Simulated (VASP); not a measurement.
Set up this calculation in VASP 6.6.1, as the native input.

```yaml
Task: single point
Functional: r2SCAN
Potentials_or_basis: VASP PAW PBE potentials, release 64 (Zn, S)
Cutoff: 520 eV
k_mesh: 12 × 12 × 2
Occupations: fermi-dirac, width 0.02 eV
Spin: no spin polarisation
Dipole_correction: no
Further_INCAR_settings: ALGO = Normal; EDIFF = 1e-06; NBANDS = 66
```

The system is ZnS.

```
CELL_PARAMETERS angstrom
3.80843 0.00000 0.00000
-1.90422 3.29820 0.00000
0.00000 0.00000 18.68801
ATOMIC_POSITIONS crystal
Zn 0.33333 0.66667 0.83327
Zn 0.66667 0.33333 0.33327
Zn 0.66667 0.33333 0.66681
Zn 0.33333 0.66667 0.16681
Zn 0.00000 0.00000 0.50003
Zn 0.00000 0.00000 0.00003
S 0.33333 0.66667 0.95813
S 0.66667 0.33333 0.45813
S 0.66667 0.33333 0.79165
S 0.33333 0.66667 0.29165
S 0.00000 0.00000 0.62511
S 0.00000 0.00000 0.12511
```

These files were run (other wordings do the same):

POSCAR

```
ZnS
1.0
    3.8084327919      0.0000000000      0.0000000000
   -1.9042163959      3.2981995464      0.0000000000
    0.0000000000      0.0000000000     18.6880104961
Zn S
6 6
Direct
    0.3333333333      0.6666666667      0.8332733122
    0.6666666667      0.3333333333      0.3332733122
    0.6666666667      0.3333333333      0.6668148654
    0.3333333333      0.6666666667      0.1668148654
    0.0000000000      0.0000000000      0.5000312016
    0.0000000000      0.0000000000      1.0000312016
    0.3333333333      0.6666666667      0.9581258908
    0.6666666667      0.3333333333      0.4581258908
    0.6666666667      0.3333333333      0.7916458914
    0.3333333333      0.6666666667      0.2916458914
    0.0000000000      0.0000000000      0.6251098285
    0.0000000000      0.0000000000      0.1251098285
```

INCAR.step1

```
SYSTEM = ZnS
ALGO     = Normal         ! electronic algorithm
EDIFF    = 1E-4           ! SCF threshold, eV
ENCUT    = 520            ! plane-wave cutoff, eV
GGA      = PE             ! functional
ISMEAR   = -1             ! smearing method
LASPH    = .TRUE.         ! aspherical terms in the spheres
LCHARG   = .FALSE.        ! write CHGCAR
LREAL    = .FALSE.        ! projectors in reciprocal space
LWAVE    = .TRUE.         ! write WAVECAR
NBANDS   = 66             ! bands
NELM     = 80             ! most SCF steps
PREC     = Accurate       ! precision mode
SIGMA    = 0.02           ! smearing width, eV
```

INCAR.step2

```
SYSTEM = ZnS
ALGO     = Normal         ! electronic algorithm
EDIFF    = 1E-6           ! SCF threshold, eV
ENCUT    = 520            ! plane-wave cutoff, eV
ISIF     = 2              ! what is computed and relaxed
ISMEAR   = -1             ! smearing method
ISTART   = 1            
LASPH    = .TRUE.         ! aspherical terms in the spheres
LCHARG   = .FALSE.        ! write CHGCAR
LMIXTAU  = .TRUE.       
LREAL    = .FALSE.        ! projectors in reciprocal space
LWAVE    = .FALSE.        ! write WAVECAR
METAGGA  = R2SCAN         ! meta-GGA
NBANDS   = 66             ! bands
NELM     = 80             ! most SCF steps
PREC     = Accurate       ! precision mode
SIGMA    = 0.02           ! smearing width, eV
```

KPOINTS

```
k-points
0
G
  12 12 2
  0 0 0
```

Potentials or basis: VASP PAW PBE potentials, release 64 (Zn, S).

The run is started by

```console
$ cat potpaw_PBE.64/Zn/POTCAR potpaw_PBE.64/S/POTCAR > POTCAR
$ cp INCAR.step1 INCAR
$ mpirun -np 1 vasp_std > vasp.out
$ cp INCAR.step2 INCAR
$ mpirun -np 1 vasp_std > vasp.out
```

It gave:

```
Pressure               : 0.1 GPa
Largest force          : 0.016 eV/Å
Band gap on the k mesh : 2.74 eV
```

Caveat: the PAW data sets were made with another functional, which shifts forces and pressure a little.

It took 52 min on 1 thread of Oxide Virtual Turin-like Processor (shared host), peak memory 0.6 GiB.
